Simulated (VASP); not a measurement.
# Sr31GeO32 (a cell with a defect) in VASP: single point with PBEsol

Aim: the single point of Sr31GeO32 (a cell with a defect) with PBEsol.

All numbers are computed with VASP 6.6.1; they aren't measurements. Logs are shortened: lines on timing, memory, paths and dates and some standing lists are left out, and cuts for length are marked.

## 1. The cell of the first run

The cell holds a defect, 64 atoms: a = 10.245 Å, b = 10.245 Å, c = 10.245 Å, α = 90.00°, β = 90.00°, γ = 90.00°.

## 2. Single point, PBEsol

Input file INCAR:

```
ALGO = Normal ; EDIFF = 1E-6
ENCUT = 520 ; GGA = PS
GGA_COMPAT = F ; ISIF = 2
ISMEAR = -1 ; ISYM = 0
LASPH = T ; LCHARG = T
LELF = T ; LREAL = Auto
LVHAR = T ; LWAVE = F
NBANDS = 296 ; NELECT = 514.0
NELM = 120 ; PREC = Accurate
SIGMA = 0.05
```

Input file KPOINTS:

```
Automatic mesh
0
Gamma
  1 1 1
  0.25 0.25 0.25
```

Input file POSCAR:

```
Sr31GeO32
1.0
   10.2454930000      0.0000000000      0.0000000000
    0.0000000000     10.2454930000      0.0000000000
    0.0000000000      0.0000000000     10.2454930000
O Sr Ge
32 31 1
Direct
    0.2518000000      0.0002520000      0.0000390000
    0.2571180000      0.0002950000      0.5000400000
    0.2571020000      0.5002390000      0.0000040000
    0.2993390000      0.5003580000      0.4996540000
    0.7474950000      0.0001860000      0.0000490000
    0.7423000000      0.0000660000      0.5000550000
    0.7423390000      0.5002130000      0.9999360000
    0.6990070000      0.5002660000      0.4995550000
    0.9996800000      0.2523960000      0.0000470000
    0.9997240000      0.2576420000      0.5001430000
    0.9997420000      0.7479000000      0.9999680000
    0.9996280000      0.7426680000      0.5000930000
    0.4996990000      0.2576270000      0.0001300000
    0.4996460000      0.3004260000      0.4996870000
    0.4997430000      0.7428170000      0.9998810000
    0.4995930000      0.7016200000      0.4996000000
    0.9997550000      0.0002000000      0.2523000000
    0.9996480000      0.0001510000      0.7478570000
    0.9996930000      0.5001950000      0.2574860000
    0.9994800000      0.5001320000      0.7425280000
    0.4997340000      0.0001630000      0.2574830000
    0.4996470000      0.0001650000      0.7426950000
    0.4996010000      0.5003260000      0.2969760000
    0.4994740000      0.5003050000      0.6984660000
    0.2513150000      0.2518380000      0.2517510000
    0.2514950000      0.2520290000      0.7483360000
    0.2512510000      0.7484940000      0.2517240000
    0.2513480000      0.7484080000      0.7483680000
    0.7481160000      0.2518490000      0.2518560000
    0.7479260000      0.2519800000      0.7482560000
    0.7480960000      0.7485030000      0.2517300000
    0.7479050000      0.7483870000      0.7483540000
    0.9997410000      0.0001350000      0.0000560000
    0.9997200000      0.0001240000      0.4999710000
    0.9997410000      0.5001910000      0.0002200000
    0.0003030000      0.5001760000      0.5000370000
    0.4996730000      0.0001220000      0.0001480000
    0.4996330000      0.9987460000      0.5000880000
    0.4996450000      0.5001370000      0.0037060000
    0.2492200000      0.2496780000      0.0000350000
    0.2526160000      0.2529570000      0.5000050000
    0.2492450000      0.7505350000      0.0001040000
    0.2525520000      0.7472450000      0.5000170000
    0.7501470000      0.2497280000      0.0000580000
    0.7467490000      0.2528960000      0.5000390000
    0.7501400000      0.7506510000      0.0000610000
    0.7468920000      0.7472790000      0.5000490000
    0.2492230000      0.0001920000      0.2495510000
    0.2493000000      0.0001130000      0.7505500000
    0.2525750000      0.5001210000      0.2530810000
    0.2526360000      0.5001690000      0.7474690000
    0.7501000000      0.0001400000      0.2496210000
    0.7501070000      0.0001740000      0.7504960000
    0.7469390000      0.5001190000      0.2529140000
    0.7468310000      0.5002500000      0.7475980000
    0.9996830000      0.2496640000      0.2496350000
    0.9997270000      0.2497160000      0.7504990000
    0.9996760000      0.7506700000      0.2495580000
    0.9996730000      0.7506590000      0.7504860000
    0.4996660000      0.2528040000      0.2531430000
    0.4997360000      0.2530550000      0.7473210000
    0.4996630000      0.7473420000      0.2530110000
    0.4997030000      0.7471110000      0.7474430000
    0.4999380000      0.4999440000      0.5007460000
```

Potentials or basis: VASP PAW PBE potentials, release 64 (O, Sr_sv, Ge_d).

The run is started by

```
> cat potpaw_PBE.64/O/POTCAR potpaw_PBE.64/Sr_sv/POTCAR potpaw_PBE.64/Ge_d/POTCAR > POTCAR
> mpirun -np 1 vasp_std > vasp.out
```

OUTCAR:

```text
EDIFF = 1E-6
   ENCUT = 520
   GGA = PS
   ISIF = 2
   ISMEAR = -1
   ISYM = 0
   LASPH = T
   LREAL = Auto
   NELECT = 514.0
   NELM = 120
   PREC = Accurate

 ion  position               nearest neighbor table
   1  0.252  0.000  0.000-  37 2.54  40 2.56  49 2.56  48 2.56  42 2.56  33 2.58
   2  0.257  0.000  0.500-  38 2.48  48 2.57  49 2.57  41 2.59  43 2.59  34 2.64
   3  0.257  0.500  0.000-  39 2.49  42 2.57  40 2.57  51 2.59  50 2.59  35 2.64
   4  0.299  0.500  0.500-  64 2.06  50 2.57  43 2.57  41 2.58  51 2.58  36 3.06
   5  0.747  0.000  0.000-  37 2.54  46 2.56  44 2.56  53 2.56  52 2.56  33 2.58
   6  0.742  0.000  0.500-  38 2.49  52 2.57  53 2.57  47 2.59  45 2.59  34 2.64
[... 67 lines left out ...]
                            44 3.62  57 3.62  33 3.62  37 3.62  34 3.62  38 3.63  45 3.65  61 3.65
  54  0.747  0.500  0.253-  29 2.54  31 2.54  23 2.57   8 2.57  19 2.59   7 2.59  47 3.58  45 3.58
                            62 3.58  60 3.58  64 3.58  39 3.60  36 3.63  56 3.65  44 3.65  58 3.65
  55  0.747  0.500  0.748-  32 2.54  30 2.54  24 2.58   7 2.59   8 2.59  20 2.59  64 3.58  63 3.58
                            61 3.58  47 3.58  45 3.59  36 3.63  46 3.64  44 3.64  59 3.65  39 3.65
  56  1.000  0.250  0.250-  17 2.56   9 2.56  10 2.57  19 2.57  29 2.58  25 2.58  48 3.62  52 3.62
                            33 3.62  44 3.62  40 3.62  34 3.62  35 3.62  36 3.63  54 3.65  41 3.65
  57  1.000  0.250  0.750-   9 2.56  18 2.56  10 2.57  20 2.57  26 2.58  30 2.58  40 3.62  33 3.62
                            44 3.62  53 3.62  49 3.62  34 3.62  35 3.62  36 3.63  51 3.65  41 3.65
  58  1.000  0.751  0.250-  17 2.56  11 2.56  19 2.57  12 2.57  27 2.58  31 2.58  33 3.61  42 3.62
                            46 3.62  52 3.62  48 3.62  35 3.62  34 3.62  36 3.63  47 3.65  54 3.65
  59  1.000  0.751  0.750-  11 2.56  18 2.56  12 2.57  20 2.57  28 2.58  32 2.58  33 3.62  53 3.62
                            49 3.62  46 3.62  42 3.62  34 3.62  35 3.62  36 3.63  47 3.65  55 3.65
  60  0.500  0.253  0.253-  25 2.54  29 2.55  14 2.57  23 2.58  21 2.59  13 2.59  41 3.58  45 3.58
                            50 3.58  54 3.58  64 3.58  39 3.60  38 3.63  48 3.64  52 3.64  40 3.65
  61  0.500  0.253  0.747-  30 2.54  26 2.54  24 2.58  14 2.58  13 2.59  22 2.59  64 3.57  51 3.58
                            55 3.58  45 3.58  41 3.58  38 3.63  44 3.65  40 3.65  53 3.65  49 3.65
  62  0.500  0.747  0.253-  27 2.55  31 2.55  16 2.57  23 2.57  21 2.59  15 2.59  43 3.58  47 3.58
                            50 3.58  54 3.58  64 3.59  39 3.60  38 3.61  52 3.65  48 3.65  42 3.65
  63  0.500  0.747  0.747-  32 2.54  28 2.54  24 2.58  16 2.58  15 2.59  22 2.59  64 3.58  55 3.58
                            51 3.58  43 3.58  47 3.58  38 3.62  46 3.64  42 3.65  39 3.65  49 3.65
  64  0.500  0.500  0.501-  24 2.03   8 2.04  14 2.04   4 2.06  16 2.07  23 2.09  61 3.57  55 3.58
                            45 3.58  63 3.58  51 3.58  47 3.58  41 3.58  43 3.58  60 3.58  54 3.58

IMPORTANT INFORMATION: All symmetrisations will be switched off!
NOSYMM: (Re-)initialisation of all symmetry stuff for point group C_1.

----------------------------------------------------------------------------------------

                                     Primitive cell

  volume of cell :    1075.4707

  direct lattice vectors                    reciprocal lattice vectors
    10.245493000  0.000000000  0.000000000     0.097603893  0.000000000  0.000000000
     0.000000000 10.245493000  0.000000000     0.000000000  0.097603893  0.000000000
     0.000000000  0.000000000 10.245493000     0.000000000  0.000000000  0.097603893

  length of vectors
    10.245493000 10.245493000 10.245493000     0.097603893  0.097603893  0.097603893

  position of ions in fractional coordinates (direct lattice)
     0.251800000  0.000252000  0.000039000
     0.257118000  0.000295000  0.500040000
     0.257102000  0.500239000  0.000004000
     0.299339000  0.500358000  0.499654000
     0.747495000  0.000186000  0.000049000
     0.742300000  0.000066000  0.500055000
[... 56 lines left out ...]
     0.499703000  0.747111000  0.747443000
     0.499938000  0.499944000  0.500746000

  ion indices of the primitive-cell ions
   primitive index   ion index
                 1           1
                 2           2
                 3           3
                 4           4
                 5           5
                 6           6
[... 56 lines left out ...]
                63          63
                64          64

----------------------------------------------------------------------------------------

 KPOINTS: Automatic mesh

Automatic generation of k-mesh.
 Grid dimensions read from file:
 generate k-points for:    1    1    1

 Generating k-lattice:

  Cartesian coordinates                     Fractional coordinates (reciprocal lattice)
     0.097603893  0.000000000  0.000000000     1.000000000  0.000000000  0.000000000
     0.000000000  0.097603893  0.000000000     0.000000000  1.000000000  0.000000000
     0.000000000  0.000000000  0.097603893     0.000000000  0.000000000  1.000000000

  Length of vectors
     0.097603893  0.097603893  0.097603893

  Shift w.r.t. Gamma in fractional coordinates (k-lattice)
     0.250000000  0.250000000  0.250000000

 Subroutine IBZKPT returns following result:
 ===========================================

 Found      4 irreducible k-points:

 Following reciprocal coordinates:
            Coordinates               Weight
  0.250000  0.250000  0.250000      2.000000
 -0.250000  0.250000  0.250000      2.000000
 -0.250000 -0.250000  0.250000      2.000000
  0.250000 -0.250000  0.250000      2.000000
   k-points           NKPTS =      4   k-points in BZ     NKDIM =      4   number of bands    NBANDS=    296
   number of dos      NEDOS =    301   number of ions     NIONS =     64
   total plane-waves  NPLWV = 512000
   dimension x,y,z NGX =    80 NGY =   80 NGZ =   80
   dimension x,y,z NGXF=   160 NGYF=  160 NGZF=  160
   ions per type =              32  31   1
   NGX,Y,Z   is equivalent  to a cutoff of  12.98, 12.98, 12.98 a.u.
   NGXF,Y,Z  is equivalent  to a cutoff of  25.96, 25.96, 25.96 a.u.
 SYSTEM =  unknown system
   PREC   = accura    normal or accurate (medium, high low for compatibility)
   ISTART =      0    job   : 0-new  1-cont  2-samecut
   ICHARG =      2    charge: 1-file 2-atom 10-const
   ISPIN  =      1    spin polarized calculation?
   LNONCOLLINEAR =      F non collinear calculations
   LSORBIT =      F    spin-orbit coupling
   LASPH  =      T    aspherical Exc in radial PAW
   ENCUT  =  520.0 eV  38.22 Ry    6.18 a.u.  19.05 19.05 19.05*2*pi/ulx,y,z
   NELM   =    120;   NELMIN=  2; NELMDL= -5     # of ELM steps
   EDIFF  = 0.1E-05   stopping-criterion for ELM
   LREAL  =      T    real-space projection
   EDIFFG = 0.1E-04   stopping-criterion for IOM
   NSW    =      0    number of steps for IOM
   IBRION =     -1    ionic relax: 0-MD 1-quasi-New 2-CG
   NFREE  =      0    steps in history (QN), initial steepest desc. (CG)
   ISIF   =      2    stress and relaxation
   ISYM   =      0    0-nonsym 1-usesym 2-fastsym
   POTIM  = 0.5000    time-step for ionic-motion
   TEBEG  =    0.0;   TEEND  =   0.0 temperature during run
   PSTRESS=    0.0 pullay stress
   NELECT =     514.0000    total number of electrons
   NUPDOWN=      -1.0000    fix difference up-down
   EMIN   =  10.00;   EMAX   =-10.00  energy-range for DOS
   EFERMI =   0.00;   METHOD = LEGACY
   ISMEAR =    -1;   SIGMA  =   0.05  broadening in eV -4-tet -1-fermi 0-gaus
   EFERMI_NEDOS =   21; number of points for ismear=-14 and -15
   IALGO  =     38    algorithm
   IMIX   =      4    mixing-type and parameters
     AMIX     =   0.40;   BMIX     =  1.00
     AMIX_MAG =   1.60;   BMIX_MAG =  1.00
  volume/ion in A,a.u.               =      16.80       113.40
  Fermi-wavevector in a.u.,A,eV,Ry     =   1.279960  2.418773 22.290386  1.638297
  Thomas-Fermi vector in A             =   2.412415
   LORBIT       =      0    0 simple, 1 ext, 2 COOP (PROOUT), +10 PAW based schemes
   GGA     = PS    functional components
   LHFCALC =     F    Hartree Fock is set to
   AEXX    =    0.0000 exact exchange contribution
   IVDW    =     0    specifies the selected vdW correction
   LEPSILON=     F    determine dielectric tensor
   LRPA    =     F    only Hartree local field effects (RPA)
 non-spin polarized calculation
  energy-cutoff  :      520.00
  volume of cell :     1075.47
 maximum number of plane-waves:     28978
 NGX is ok and might be reduce to    80
   NGX = 39   NGY = 39   NGZ = 39

 number of electron     514.0000112 magnetization

 Free energy of the ion-electron system (eV)
  ---------------------------------------------------
  ext. energy  EPLUGINS =         0.00000000
  ---------------------------------------------------
  free energy    TOTEN  =      -409.45810508 eV

  energy without entropy =     -409.45810508  energy(sigma->0) =     -409.45810508

 E-fermi :   2.7556     XC(G=0): -10.2817

 val. band max:        1.4627846716   @ k =  -0.2500  -0.2500   0.2500
 cond. band min:       4.4577162630   @ k =   0.2500  -0.2500   0.2500
 fundamental gap:      2.9949315914
 Fermi energy:         2.7556479436

 k-point     1 :       0.2500    0.2500    0.2500
  band No.  band energies     occupation
      1     -31.1510      2.00000
      2     -31.1429      2.00000
      3     -31.1382      2.00000
      4     -30.6266      2.00000
      5     -30.6137      2.00000
      6     -30.6129      2.00000
[... 1077 lines left out ...]
    268       6.3063      0.00000
    269       6.6376      0.00000
 [bands above 269 left out]

------------------------ aborting loop because EDIFF is reached ----------------------------------------

  FORCE on cell =-STRESS in cart. coord.  units (eV):
  Direction    XX          YY          ZZ          XY          YZ          ZX
  --------------------------------------------------------------------------------------
  -------------------------------------------------------------------------------------
  Total      -17.6537930    -17.7002251    -17.6694269      0.0010340      0.0013718      0.0105208
  in kB      -26.2996537    -26.3688257    -26.3229442      0.0015404      0.0020436      0.0156733
  external PRESSURE =     -26.3304745 kB  Pullay stress =       0.0000000 kB

 VOLUME and BASIS-vectors are now :
 -----------------------------------------------------------------------------
  energy-cutoff  :      520.00
  volume of cell :     1075.47
      direct lattice vectors                 reciprocal lattice vectors
    10.245493000  0.000000000  0.000000000     0.097603893  0.000000000  0.000000000
     0.000000000 10.245493000  0.000000000     0.000000000  0.097603893  0.000000000
     0.000000000  0.000000000 10.245493000     0.000000000  0.000000000  0.097603893

 POSITION                                       TOTAL-FORCE (eV/Angst)
 -----------------------------------------------------------------------------------
      2.57982      0.00258      0.00040        -0.005374     -0.003841     -0.000847
      2.63430      0.00302      5.12316        -0.024172     -0.002628      0.001257
      2.63414      5.12520      0.00004        -0.023970     -0.003119     -0.006493
      3.06688      5.12641      5.11920        -0.007257     -0.001994      0.000701
      7.65845      0.00191      0.00050         0.010365      0.000721     -0.001342
      7.60523      0.00068      5.12331         0.017927      0.005896      0.000911
[... 56 lines left out ...]
      5.11970      7.65452      7.65792        -0.003945      0.003391      0.011525
      5.12211      5.12217      5.13039        -0.014935      0.004853     -0.018489
 -----------------------------------------------------------------------------------
    total drift:                               -0.017064      0.006351      0.010649

  FREE ENERGIE OF THE ION-ELECTRON SYSTEM (eV)
  ---------------------------------------------------
  free  energy   TOTEN  =      -409.4581050816 eV

  energy  without entropy=     -409.4581050815  energy(sigma->0) =     -409.45810508
```

Run time: 1.8 h. Hardware: 1 thread of Intel Xeon 8259CL, shared host; peak memory 1.5 GiB.

What came out:

```
Free energy   : -409.4581 eV
Largest force : 0.027 eV/Å
```

Forces on the atoms (eV/Å):
```
O   -0.005 -0.004 -0.001
O   -0.024 -0.003  0.001
O   -0.024 -0.003 -0.006
O   -0.007 -0.002  0.001
O    0.010  0.001 -0.001
O    0.018  0.006  0.001
O    0.019 -0.001 -0.004
O    0.013  0.003  0.007
O    0.001 -0.013 -0.001
O   -0.004 -0.022 -0.004
O   -0.002  0.015  0.002
O    0.001  0.025 -0.003
O    0.000 -0.025 -0.010
O   -0.001 -0.005 -0.001
O   -0.002  0.022 -0.001
O    0.004 -0.002  0.006
O   -0.002 -0.002 -0.014
O    0.003  0.001  0.011
O   -0.004 -0.002 -0.021
O    0.005  0.002  0.024
O   -0.003  0.002 -0.024
O    0.003  0.003  0.023
O    0.005 -0.005 -0.005
O    0.011  0.001  0.018
O   -0.006 -0.009 -0.008
O   -0.007 -0.011  0.006
O   -0.005  0.010 -0.008
O   -0.006  0.008  0.005
O    0.003 -0.007 -0.010
O    0.004 -0.007  0.008
O    0.006  0.007 -0.008
O    0.008  0.007  0.004
Sr  -0.005  0.003 -0.001
Sr   0.000  0.002  0.006
Sr   0.000 -0.001 -0.002
Sr   0.006 -0.001  0.000
Sr   0.000  0.001 -0.001
Sr   0.002 -0.008 -0.001
Sr   0.001  0.002  0.018
Sr  -0.002  0.001  0.003
Sr  -0.004 -0.014  0.003
Sr  -0.004  0.007 -0.002
Sr  -0.009  0.012  0.000
Sr   0.004 -0.007  0.002
Sr   0.012 -0.008  0.000
Sr   0.003  0.005  0.001
Sr   0.009  0.006 -0.004
Sr  -0.003 -0.002  0.000
Sr  -0.007  0.003  0.000
Sr  -0.016  0.003 -0.011
Sr  -0.002  0.001  0.010
Sr   0.006  0.001 -0.006
Sr   0.005  0.000  0.006
Sr   0.013  0.004 -0.001
Sr   0.000 -0.005  0.002
Sr   0.000 -0.001 -0.005
Sr  -0.003 -0.003  0.003
Sr   0.001  0.000 -0.001
Sr   0.001  0.001  0.005
Sr   0.001 -0.011 -0.006
Sr  -0.005 -0.002  0.011
Sr   0.002  0.011 -0.008
Sr  -0.004  0.003  0.012
Ge  -0.015  0.005 -0.018
```

Caveat: the cell carries a net charge on a neutralising background, which shifts energy and pressure; the cell is charged against a uniform background, so pressure and absolute levels hang on convention; the PAW data sets were made with another functional, which shifts forces and pressure a little.
